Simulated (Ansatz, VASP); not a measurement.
## Two plane-wave programs on Cu4O

```
Cu O
1.0
     4.35994    0.00000    0.00000
     0.00000    4.35994    0.00000
     0.00000    0.00000    4.35994
Cu O
4 1
Direct
  0.50000 0.50000 0.50000
  0.00000 0.50000 0.50000
  0.50000 0.00000 0.50000
  0.50000 0.50000 0.00000
  0.00000 0.00000 0.00000
```

Change from the starting cell: species swapped into the Mn4N type (Pm-3m, No. 221).

Alike in both runs: task relaxation of cell and atoms; functional PBE; k mesh 8 × 8 × 8; occupations gaussian, width 0.01 eV; no spin polarisation.

|  | VASP | Ansatz |
| --- | --- | --- |
| version | VASP 6.6.1 | Ansatz 0.2.0 |
| potentials or method | VASP PAW PBE potentials, release 64 (Cu, O), cutoff 600 eV | scalar-relativistic, plane waves, PAW |
| valence electrons in the cell | 50 | 82 |

|  | VASP | Ansatz | Ansatz less VASP |
| --- | --- | --- | --- |
| gap on the k mesh at the Fermi level, each at its own relaxed structure (eV) | 0.10 | 0.10 | +0.004 |
| relaxed volume (Å³/atom) | 16.67 | 16.61 | -0.059 |
| relaxed cell length with the largest relative difference (Å) | 4.368 | 4.363 | -0.0052 |

VASP's potentials hold 50 valence electrons a cell and Ansatz's 82, so a difference there can come from the potentials and not from the codes.
